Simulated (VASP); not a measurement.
A run of VASP 6.6.1:

Contents of INCAR:

```
ALGO = Normal
EDIFF = 1E-6
ENCUT = 680
GGA = PS
GGA_COMPAT = False
ISIF = 2
ISMEAR = 0
LASPH = True
LCHARG = True
LELF = True
LREAL = False
LVHAR = True
LWAVE = False
NBANDS = 22
NELM = 120
PREC = Accurate
SIGMA = 0.1
```

KPOINTS

```
k-points
0
Gamma
  12 12 6
```

POSCAR

```
Mn
1.0
    2.4497528627      0.0000000000      0.0000000000
   -1.2248764313      2.1215482121      0.0000000000
    0.0000000000      0.0000000000      3.9743250382
Mn
2
Direct
    0.3333333333      0.6666666667      0.2500000000
    0.6666666667      0.3333333333      0.7500000000
```

Potentials or basis: VASP PAW PBE potentials, release 64 (Mn_sv).

Launch:

```console
$ cat potpaw_PBE.64/Mn_sv/POTCAR > POTCAR
$ mpirun -np 1 vasp_std > vasp.out
```

Hardware: 1 thread of Intel(R) Xeon(R) 6975P-C (Granite Rapids) (shared host).

Problem. How long does it take, and how much memory?

Solution. Wall time 17 s on 1 thread of Intel(R) Xeon(R) 6975P-C (Granite Rapids) (shared host), peak memory 0.17 GiB. Counts: scf iterations 12, k points 76.
